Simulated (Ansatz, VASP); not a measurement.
Two plane-wave programs on La3Sb

```
Sb La
1.0
     4.64712    0.00000    0.00000
     0.00000    4.64712    0.00000
     0.00000    0.00000    4.64712
Sb La
1 3
Direct
  0.00000 0.00000 0.00000
  0.00000 0.50000 0.50000
  0.50000 0.00000 0.50000
  0.50000 0.50000 0.00000
```

Change from the starting cell: volume scaled by 0.8, PAW files.

Alike in both runs: task single point; functional r2SCAN; k mesh 7 × 7 × 7; occupations fermi-dirac, width 0.05 eV; no spin polarisation.

|  | VASP | Ansatz |
| --- | --- | --- |
| version | VASP 6.6.1 | Ansatz 0.2.0 |
| potentials or method | VASP PAW PBE potentials, release 64 (Sb, La) | PAW with Ansatz's default frozen-core files, scalar-relativistic |
| plane-wave cutoff (eV) | 520 | 500 |
| valence electrons in the cell | 38 | 48 |

```csv
,VASP,Ansatz,Ansatz less VASP
pressure (GPa),17.1,17.1,+0.03
```

VASP's potentials were made for PBE, not for r2SCAN. VASP's potentials hold 38 valence electrons a cell and Ansatz's 48, so a difference there can come from the potentials and not from the codes.

Neither program's run includes spin-orbit coupling.
